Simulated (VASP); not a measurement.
HfO2: single point with PBE

The system is HfO2.

```xyz
3
Lattice="0.0000 2.5575 2.5575 2.5575 0.0000 2.5575 2.5575 2.5575 0.0000" Properties=species:S:1:pos:R:3 pbc="T T T"
Hf   -0.3000   -0.3000    0.0000
O     1.2788    1.2788    1.2788
O     3.8363    3.8363    3.8363
```

This cell differs from its parent crystal: atom 1 (Hf) moved by (-0.300, -0.300) A along x and y.

```json
{
 "Program": "VASP 6.6.1",
 "Task": "single point",
 "Functional": "PBE",
 "Potentials or basis": "VASP PAW PBE potentials, release 64 (Hf_pv, O)",
 "Cutoff": "520 eV",
 "k mesh": "8 × 8 × 8",
 "Occupations": "gaussian, width 0.05 eV",
 "Spin": "no spin polarisation"
}
```

```json
{"Pressure": "14.9 GPa", "Largest force": "4.693 eV/Å", "Band gap on the k mesh": "3.33 eV, indirect (least direct gap 3.65 eV)"}
```

Forces in eV/Å, atoms in the order of the input:
```
Hf   3.318  3.318  0.000
O   -1.659 -1.659  2.144
O   -1.659 -1.659 -2.144
```

Stress tensor (GPa, compression positive):
```
12.99 14.07  0.00
14.07 12.99  0.00
 0.00  0.00 18.65
```

Levels at points of the mesh, in eV from the valence-band top:
| k point | band 8 | band 9 | band 10 | band 11 | band 12 | band 13 | band 14 | band 15 |
| --- | --- | --- | --- | --- | --- | --- | --- | --- |
| (0.00, 0.00, 0.00) | -4.68 | -2.02 | -1.48 | -1.07 | 4.59 | 5.34 | 5.91 | 8.91 |
| (0.50, 0.00, 0.00) | -3.26 | -2.64 | -2.54 | -2.38 | 4.96 | 5.35 | 6.69 | 8.73 |
| (0.00, 0.00, 0.50) | -3.48 | -2.57 | -2.18 | -2.16 | 4.72 | 4.76 | 5.72 | 9.01 |
| (0.50, 0.50, 0.00) | -3.64 | -2.85 | -1.22 | 0.00 | 3.75 | 5.21 | 6.22 | 6.54 |
| (0.00, 0.50, 0.50) | -3.75 | -2.45 | -1.38 | -0.24 | 4.06 | 5.33 | 6.98 | 7.13 |

Wall time 45 s on 1 thread of Intel Xeon 6975P-C, on a shared host, peak memory 0.2 GiB.

Caveat: the cell differs from its parent crystal (atom 1 (Hf) moved by (-0.300, -0.300) A along x and y); spin-orbit coupling is left out, which moves the levels of the heavy elements; forces of over 1 eV/Å act on the atoms, so gaps and moduli don't describe the material at rest. A k mesh can miss the band edges.
